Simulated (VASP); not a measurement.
# AlNi2 (P-3m1) in VASP: notebook

Runs on AlNi2. Level: r2SCAN. Tasks: single point.

Program: VASP 6.6.1. These are calculated values, not measurements. Logs are shortened: lines on timing, memory, paths and dates and some standing lists are left out, and cuts for length are marked.

### 1 The cell of the first run

Symmetry: P-3m1, No. 164, trigonal system. Conventional cell: a = 3.974 Å, b = 3.974 Å, c = 4.904 Å, α = 90.00°, β = 90.00°, γ = 120.00°. Within 3.1 Å of Al (site symmetry 3m) lie 11 Ni at 2.37 to 2.75 Å and 3 Al at 2.96 Å. Ni (site symmetry 3m) has 5 Al at 2.37 to 2.48 Å and 9 Ni at 2.47 to 2.93 Å within 3.1 Å. Ni (site symmetry -3m) has 8 Ni at 2.45 to 2.47 Å and 6 Al at 2.75 Å within 3.2 Å. Ni (site symmetry -3m) has 8 Ni at 2.45 to 2.77 Å and 6 Al at 2.48 Å within 3.2 Å.

### 2 Single point, r2SCAN

Contents of POSCAR:

```
AlNi2
1.0
    3.9740030242      0.0000000000      0.0000000000
   -1.9870015121      3.4415875737      0.0000000000
    0.0000000000      0.0000000000      4.9042588200
Al Ni
2 4
Direct
    0.3333333333      0.6666666667      0.1898740600
    0.6666666667      0.3333333333      0.8101259400
    0.3333333333      0.6666666667      0.6851100400
    0.6666666667      0.3333333333      0.3148899600
    0.0000000000      0.0000000000      0.5000000000
    0.0000000000      0.0000000000      0.0000000000
```

Contents of INCAR.step1:

```
SYSTEM = AlNi2
PREC = Accurate ; ENCUT = 520
ISMEAR = 0 ; SIGMA = 0.1
LREAL = .False. ; LASPH = .True.
NELM = 100 ; NBANDS = 32
GGA = PE ; ALGO = Normal
EDIFF = 1E-4 ; LWAVE = .True.
LCHARG = .False.
```

Contents of INCAR.step2:

```
SYSTEM = AlNi2
PREC = Accurate ; ENCUT = 520
EDIFF = 1E-6 ; ISMEAR = 0
SIGMA = 0.1 ; LREAL = .False.
LASPH = .True. ; NELM = 100
ALGO = Normal ; ISIF = 2
LWAVE = .False. ; LCHARG = .False.
METAGGA = R2SCAN ; LMIXTAU = .True.
NBANDS = 32 ; ISTART = 1
```

Contents of KPOINTS:

```
regular mesh
0
Gamma
  1 1 1
  0 0 0
```

Potentials or basis: VASP PAW PBE potentials, release 64 (Al, Ni).

Run with:

```console
$ cat potpaw_PBE.64/Al/POTCAR potpaw_PBE.64/Ni/POTCAR > POTCAR
$ cp INCAR.step1 INCAR
$ mpirun -np 1 vasp_gam > vasp.out
$ cp INCAR.step2 INCAR
$ mpirun -np 1 vasp_gam > vasp.out
```

OUTCAR:

```text
SYSTEM = AlNi2
   PREC = Accurate
   ENCUT = 520
   EDIFF = 1E-6
   ISMEAR = 0
   LREAL = .False.
   LASPH = .True.
   NELM = 100
   ISIF = 2
   METAGGA = R2SCAN
   ISTART = 1

 ion  position               nearest neighbor table
   1  0.333  0.667  0.190-   4 2.37   4 2.37   4 2.37   3 2.43   3 2.48   6 2.48   6 2.48   6 2.48
                             5 2.75   5 2.75   5 2.75   2 2.96   2 2.96   2 2.96
   2  0.667  0.333  0.810-   3 2.37   3 2.37   3 2.37   4 2.43   4 2.48   6 2.48   6 2.48   6 2.48
                             5 2.75   5 2.75   5 2.75   1 2.96   1 2.96   1 2.96
   3  0.333  0.667  0.685-   2 2.37   2 2.37   2 2.37   1 2.43   5 2.47   5 2.47   5 2.47   1 2.48
                             6 2.77   6 2.77   6 2.77   4 2.93   4 2.93   4 2.93
   4  0.667  0.333  0.315-   1 2.37   1 2.37   1 2.37   2 2.43   5 2.47   5 2.47   5 2.47   2 2.48
                             6 2.77   6 2.77   6 2.77   3 2.93   3 2.93   3 2.93
   5  0.000  0.000  0.500-   6 2.45   6 2.45   3 2.47   4 2.47   4 2.47   3 2.47   4 2.47   3 2.47
                             1 2.75   2 2.75   1 2.75   2 2.75   2 2.75   1 2.75
   6  0.000  0.000  0.000-   5 2.45   5 2.45   1 2.48   2 2.48   2 2.48   1 2.48   2 2.48   1 2.48
                             3 2.77   4 2.77   4 2.77   3 2.77   3 2.77   4 2.77

  LATTYP: Found a hexagonal cell.
 ALAT       =     3.9740030242
 C/A-ratio  =     1.2340853266

  Lattice vectors:

 A1 = (   3.9740030242,   0.0000000000,   0.0000000000)
 A2 = (  -1.9870015121,   3.4415875737,   0.0000000000)
 A3 = (   0.0000000000,   0.0000000000,   4.9042588200)

Analysis of symmetry for initial positions (statically):
=====================================================================
 Subroutine PRICEL returns:
 Original cell was already a primitive cell.

 Routine SETGRP: Setting up the symmetry group for a
 hexagonal supercell.

 Subroutine GETGRP returns: Found 12 space group operations
 (whereof 12 operations were pure point group operations)
 out of a pool of 24 trial point group operations.

The static configuration has the point symmetry D_3d.

Analysis of symmetry for dynamics (positions and initial velocities):
=====================================================================
 Subroutine PRICEL returns:
 Original cell was already a primitive cell.

 Routine SETGRP: Setting up the symmetry group for a
 hexagonal supercell.

 Subroutine GETGRP returns: Found 12 space group operations
 (whereof 12 operations were pure point group operations)
 out of a pool of 24 trial point group operations.

The dynamic configuration has the point symmetry D_3d.

 Subroutine INISYM returns: Found 12 space group operations
 (whereof 12 operations are pure point group operations),
 and found     1 'primitive' translations

----------------------------------------------------------------------------------------

                                     Primitive cell

  volume of cell :      67.0750

  direct lattice vectors                    reciprocal lattice vectors
     3.974003024  0.000000000  0.000000000     0.251635440  0.145281789  0.000000000
    -1.987001512  3.441587574  0.000000000     0.000000000  0.290563578  0.000000000
     0.000000000  0.000000000  4.904258820     0.000000000  0.000000000  0.203904410

  length of vectors
     3.974003024  3.974003024  4.904258820     0.290563578  0.290563578  0.203904410

  position of ions in fractional coordinates (direct lattice)
     0.333333333  0.666666667  0.189874060
     0.666666667  0.333333333  0.810125940
     0.333333333  0.666666667  0.685110040
     0.666666667  0.333333333  0.314889960
     0.000000000  0.000000000  0.500000000
     0.000000000  0.000000000  0.000000000

  ion indices of the primitive-cell ions
   primitive index   ion index
                 1           1
                 2           2
                 3           3
                 4           4
                 5           5
                 6           6

----------------------------------------------------------------------------------------

 KPOINTS: regular mesh

Automatic generation of k-mesh.
 Grid dimensions read from file:
 generate k-points for:    1    1    1

 Generating k-lattice:

  Cartesian coordinates                     Fractional coordinates (reciprocal lattice)
     0.251635440  0.145281789  0.000000000     1.000000000  0.000000000  0.000000000
     0.000000000  0.290563578  0.000000000     0.000000000  1.000000000  0.000000000
     0.000000000  0.000000000  0.203904410     0.000000000  0.000000000  1.000000000

  Length of vectors
     0.290563578  0.290563578  0.203904410

  Shift w.r.t. Gamma in fractional coordinates (k-lattice)
     0.000000000  0.000000000  0.000000000

 Subroutine IBZKPT returns following result:
 ===========================================

 Found      1 irreducible k-points:

 Following reciprocal coordinates:
            Coordinates               Weight
  0.000000  0.000000  0.000000      1.000000
   k-points           NKPTS =      1   k-points in BZ     NKDIM =      1   number of bands    NBANDS=     32
   number of dos      NEDOS =    301   number of ions     NIONS =      6
   total plane-waves  NPLWV =  32400
   dimension x,y,z NGX =    30 NGY =   30 NGZ =   36
   dimension x,y,z NGXF=    60 NGYF=   60 NGZF=   72
   ions per type =               2   4
   NGX,Y,Z   is equivalent  to a cutoff of  12.55, 12.55, 12.20 a.u.
   NGXF,Y,Z  is equivalent  to a cutoff of  25.10, 25.10, 24.41 a.u.
 SYSTEM =  AlNi2
   PREC   = accura    normal or accurate (medium, high low for compatibility)
   ISTART =      1    job   : 0-new  1-cont  2-samecut
   ICHARG =      0    charge: 1-file 2-atom 10-const
   ISPIN  =      1    spin polarized calculation?
   LNONCOLLINEAR =      F non collinear calculations
   LSORBIT =      F    spin-orbit coupling
   LASPH  =      T    aspherical Exc in radial PAW
   ENCUT  =  520.0 eV  38.22 Ry    6.18 a.u.   7.39  7.39  9.12*2*pi/ulx,y,z
   NELM   =    100;   NELMIN=  2; NELMDL=  0     # of ELM steps
   EDIFF  = 0.1E-05   stopping-criterion for ELM
   LREAL  =      F    real-space projection
   EDIFFG = 0.1E-04   stopping-criterion for IOM
   NSW    =      0    number of steps for IOM
   IBRION =     -1    ionic relax: 0-MD 1-quasi-New 2-CG
   NFREE  =      0    steps in history (QN), initial steepest desc. (CG)
   ISIF   =      2    stress and relaxation
   ISYM   =      2    0-nonsym 1-usesym 2-fastsym
   POTIM  = 0.5000    time-step for ionic-motion
   TEBEG  =    0.0;   TEEND  =   0.0 temperature during run
   PSTRESS=    0.0 pullay stress
   NELECT =      46.0000    total number of electrons
   NUPDOWN=      -1.0000    fix difference up-down
   EMIN   =  10.00;   EMAX   =-10.00  energy-range for DOS
   EFERMI =   0.00;   METHOD = LEGACY
   ISMEAR =     0;   SIGMA  =   0.10  broadening in eV -4-tet -1-fermi 0-gaus
   EFERMI_NEDOS =   21; number of points for ismear=-14 and -15
   IALGO  =     38    algorithm
   IMIX   =      4    mixing-type and parameters
     AMIX     =   0.40;   BMIX     =  1.00
     AMIX_MAG =   1.60;   BMIX_MAG =  1.00
  volume/ion in A,a.u.               =      11.18        75.44
  Fermi-wavevector in a.u.,A,eV,Ry     =   1.443690  2.728179 28.357821  2.084241
  Thomas-Fermi vector in A             =   2.562069
   LORBIT       =      0    0 simple, 1 ext, 2 COOP (PROOUT), +10 PAW based schemes
   METAGGA = R2SCAN    functional components
   LHFCALC =     F    Hartree Fock is set to
   AEXX    =    0.0000 exact exchange contribution
   IVDW    =     0    specifies the selected vdW correction
   LEPSILON=     F    determine dielectric tensor
   LRPA    =     F    only Hartree local field effects (RPA)
 non-spin polarized calculation
 Gauss-broadening in eV      SIGMA  =   0.10
  energy-cutoff  :      520.00
  volume of cell :       67.07
 maximum number of plane-waves:       913
 NGX is ok and might be reduce to    30
   NGX = 15   NGY = 15   NGZ = 19

 number of electron      46.0000032 magnetization

 Free energy of the ion-electron system (eV)
  ---------------------------------------------------
  ext. energy  EPLUGINS =         0.00000000
  ---------------------------------------------------
  free energy    TOTEN  =       -60.28240127 eV

  energy without entropy =      -60.28240127  energy(sigma->0) =      -60.28240127

 E-fermi :  12.8076     XC(G=0): -13.5178

 val. band max:       12.3290592234   @ k =   0.0000   0.0000   0.0000
 cond. band min:      13.2710613104   @ k =   0.0000   0.0000   0.0000
 fundamental gap:      0.9420020870
 Fermi energy:        12.8076128156

 k-point     1 :       0.0000    0.0000    0.0000
  band No.  band energies     occupation
      1      -1.1683      2.00000
      2       4.5754      2.00000
      3       4.7883      2.00000
      4       6.3105      2.00000
      5       6.3105      2.00000
      6       6.9184      2.00000
      7       6.9184      2.00000
      8       7.0341      2.00000
      9       7.0342      2.00000
     10       7.9522      2.00000
     11       7.9931      2.00000
     12       7.9931      2.00000
     13       8.6502      2.00000
     14       8.6502      2.00000
     15       8.9641      2.00000
     16       9.3595      2.00000
     17       9.3595      2.00000
     18       9.3903      2.00000
     19      10.1531      2.00000
     20      10.1531      2.00000
     21      10.7433      2.00000
     22      10.7433      2.00000
     23      12.3291      2.00000
     24      13.2711      0.00000
     25      13.2711      0.00000
     26      14.2266      0.00000
     27      14.2266      0.00000
     28      15.4058      0.00000
     29      17.0749      0.00000
     30      17.0750      0.00000
     31      17.2151      0.00000
     32      17.9718      0.00000

------------------------ aborting loop because EDIFF is reached ----------------------------------------

  FORCE on cell =-STRESS in cart. coord.  units (eV):
  Direction    XX          YY          ZZ          XY          YZ          ZX
  --------------------------------------------------------------------------------------
  -------------------------------------------------------------------------------------
  Total       -7.5712206     -7.5712206     19.5020466      0.0000000      0.0000000      0.0000000
  in kB     -180.8489872   -180.8489872    465.8331307      0.0000000      0.0000000      0.0000000
  external PRESSURE =      34.7117188 kB  Pullay stress =       0.0000000 kB

 VOLUME and BASIS-vectors are now :
 -----------------------------------------------------------------------------
  energy-cutoff  :      520.00
  volume of cell :       67.07
      direct lattice vectors                 reciprocal lattice vectors
     3.974003024  0.000000000  0.000000000     0.251635440  0.145281789  0.000000000
    -1.987001512  3.441587574  0.000000000     0.000000000  0.290563578  0.000000000
     0.000000000  0.000000000  4.904258820     0.000000000  0.000000000  0.203904410

 POSITION                                       TOTAL-FORCE (eV/Angst)
 -----------------------------------------------------------------------------------
     -0.00000      2.29439      0.93119         0.000000      0.000000     -0.090723
      1.98700      1.14720      3.97307        -0.000000      0.000000      0.090723
     -0.00000      2.29439      3.35996        -0.000000     -0.000000     -1.356689
      1.98700      1.14720      1.54430        -0.000000      0.000000      1.356689
      0.00000      0.00000      2.45213        -0.000000      0.000000      0.000000
      0.00000      0.00000      0.00000        -0.000000      0.000000      0.000000
 -----------------------------------------------------------------------------------
    total drift:                                0.000000     -0.000000      0.000000

  FREE ENERGIE OF THE ION-ELECTRON SYSTEM (eV)
  ---------------------------------------------------
  free  energy   TOTEN  =       -60.2824012677 eV

  energy  without entropy=      -60.2824012676  energy(sigma->0) =      -60.28240127
```

It took 2.4 min on 1 thread of Intel Xeon 8259CL, shared host; peak memory 0.18 GiB.

Results:

```yaml
Free_energy: -60.2824 eV
Pressure: 3.5 GPa
Largest_force: 1.357 eV/Å
```

Forces on the atoms (eV/Å):
```
Al   0.000  0.000 -0.091
Al   0.000  0.000  0.091
Ni   0.000  0.000 -1.357
Ni   0.000  0.000  1.357
Ni   0.000  0.000  0.000
Ni   0.000  0.000  0.000
```

Caveat: the k points lie up to 1.83 Å⁻¹ apart, too coarse for converged energies, forces and pressures; the PAW data sets were made with another functional, which shifts forces and pressure a little. Spin polarisation is off, so any magnetic state and its effect on volume and gap are missing.

### 3 Single point, r2SCAN

POSCAR is that of step 2.

Contents of INCAR.step1:

```
PREC = Accurate ; ENCUT = 520
ISMEAR = 0 ; SIGMA = 0.1
LREAL = F ; LASPH = T
NELM = 100 ; NBANDS = 32
GGA = PE ; ALGO = Normal
EDIFF = 1E-4 ; LWAVE = T
LCHARG = F
```

Contents of INCAR.step2:

```
PREC = Accurate ; ENCUT = 520
EDIFF = 1E-7 ; ISMEAR = 0
SIGMA = 0.1 ; LREAL = F
LASPH = T ; NELM = 100
ALGO = Normal ; ISIF = 2
LWAVE = F ; LCHARG = F
METAGGA = R2SCAN ; LMIXTAU = T
NBANDS = 32 ; ISTART = 1
```

Contents of KPOINTS:

```
regular mesh
0
Gamma
  3 3 2
```

Potentials or basis: VASP PAW PBE potentials, release 64 (Al, Ni).

Run with:

```console
$ cat potpaw_PBE.64/Al/POTCAR potpaw_PBE.64/Ni/POTCAR > POTCAR
$ cp INCAR.step1 INCAR
$ mpirun -np 1 vasp_std > vasp.out
$ cp INCAR.step2 INCAR
$ mpirun -np 1 vasp_std > vasp.out
```

Wall time 4.1 min (1 thread of Intel Xeon 8259CL, shared host); peak memory 0.18 GiB.

The run converged. Its results:

| Item | Value |
| --- | --- |
| Free energy | -64.1020 eV |
| Pressure | 1.1 GPa |
| Largest force | 0.156 eV/Å |
| Band gap on the k mesh | zero (bands 23 and 24 overlap by 4.34 eV) |

Forces on the atoms (eV/Å):
```
Al   0.000  0.000 -0.133
Al   0.000  0.000  0.133
Ni   0.000  0.000 -0.156
Ni   0.000  0.000  0.156
Ni   0.000  0.000  0.000
Ni   0.000  0.000  0.000
```

Stress tensor (GPa, compression positive):
```
1.58 0.00 0.00
0.00 1.58 0.00
0.00 0.00 0.08
```

Levels at points of the mesh, in eV from the Fermi level:
```tsv
k point	band 20	band 21	band 22	band 23	band 24	band 25
(0.00, 0.00, 0.00)	-0.85	-0.63	-0.63	0.60	3.20	3.20
(0.00, 0.00, 0.50)	-0.88	-0.80	-0.80	4.01	4.11	4.12
```

Caveat: the k points lie up to 0.64 Å⁻¹ apart, too coarse for converged energies and pressures of a metal; the PAW data sets were made with another functional, which shifts forces and pressure a little.

### 4 Single point, r2SCAN

POSCAR is that of step 3.

Contents of INCAR.step1:

```
SYSTEM = AlNi2
  PREC = Accurate
  ENCUT = 520
  ISMEAR = 0
  SIGMA = 0.1
  LREAL = .False.
  LASPH = .True.
  NELM = 60
  NBANDS = 32
  GGA = PE
  ALGO = Normal
  EDIFF = 1E-4
  LWAVE = .True.
  LCHARG = .False.
```

Contents of INCAR.step2:

```
SYSTEM = AlNi2
  PREC = Accurate
  ENCUT = 520
  EDIFF = 1E-6
  ISMEAR = 0
  SIGMA = 0.1
  LREAL = .False.
  LASPH = .True.
  NELM = 60
  ALGO = Normal
  ISIF = 2
  LWAVE = .False.
  LCHARG = .False.
  METAGGA = R2SCAN
  LMIXTAU = .True.
  NBANDS = 32
  ISTART = 1
```

Contents of KPOINTS:

```
Automatic mesh
0
Gamma
  6 6 4
  0 0 0
```

Run with:

```console
$ cat potpaw_PBE.64/Al/POTCAR potpaw_PBE.64/Ni/POTCAR > POTCAR
$ cp INCAR.step1 INCAR
$ mpirun -np 1 vasp_std > vasp.out
$ cp INCAR.step2 INCAR
$ mpirun -np 1 vasp_std > vasp.out
```

Wall time 8 min (1 thread of Intel Xeon 8259CL, shared host); peak memory 0.2 GiB.

The run converged. Its results:

* Free energy: -64.2536 eV
* Pressure: 0.7 GPa
* Largest force: 0.015 eV/Å
* Band gap on the k mesh: zero (bands 23 and 24 overlap by 4.36 eV)

Forces on the atoms (eV/Å):
```
Al   0.000  0.000 -0.003
Al   0.000  0.000  0.003
Ni   0.000  0.000 -0.015
Ni   0.000  0.000  0.015
Ni   0.000  0.000  0.000
Ni   0.000  0.000  0.000
```

Stress tensor (GPa, compression positive):
```
0.63 0.00 0.00
0.00 0.63 0.00
0.00 0.00 0.91
```

Levels at points of the mesh, in eV from the Fermi level:
```tsv
k point	band 20	band 21	band 22	band 23	band 24	band 25	band 26	band 27
(0.00, 0.00, 0.00)	-0.71	-0.52	-0.52	0.74	3.26	3.26	3.99	3.99
(0.50, 0.00, 0.00)	-0.80	-0.73	-0.66	-0.54	-0.29	1.06	1.87	3.62
(0.00, 0.00, 0.50)	-0.74	-0.72	-0.72	4.07	4.18	4.18	4.45	4.45
(0.50, 0.00, 0.50)	-0.95	-0.80	-0.70	-0.36	-0.23	1.77	1.87	3.60
```

Caveat: the PAW data sets were made with another functional, which shifts forces and pressure a little. Spin polarisation is off, so any magnetic state and its effect on volume and gap are missing.

### 5 Summary

```csv
k mesh,gap on the mesh (eV),pressure (GPa),largest force (eV/Å)
1 × 1 × 1,-,3.5,1.36
3 × 3 × 2,none,1.1,0.16
6 × 6 × 4,none,0.7,0.01
```

Alike in all rows: task single point; level r2SCAN; potentials or basis VASP PAW PBE potentials, release 64 (Al, Ni); no spin polarisation; cell as given; cutoff (eV) 520; smearing gaussian 0.1 eV.

Caveats: some runs use coarse meshes; the PAW data sets were made with another functional, which shifts forces and pressure a little.

Total energies depend on the potentials used, so only differences within one code and one set of settings carry meaning.

The gap in the log of VASP goes by the Fermi energy; the results here count the filled bands.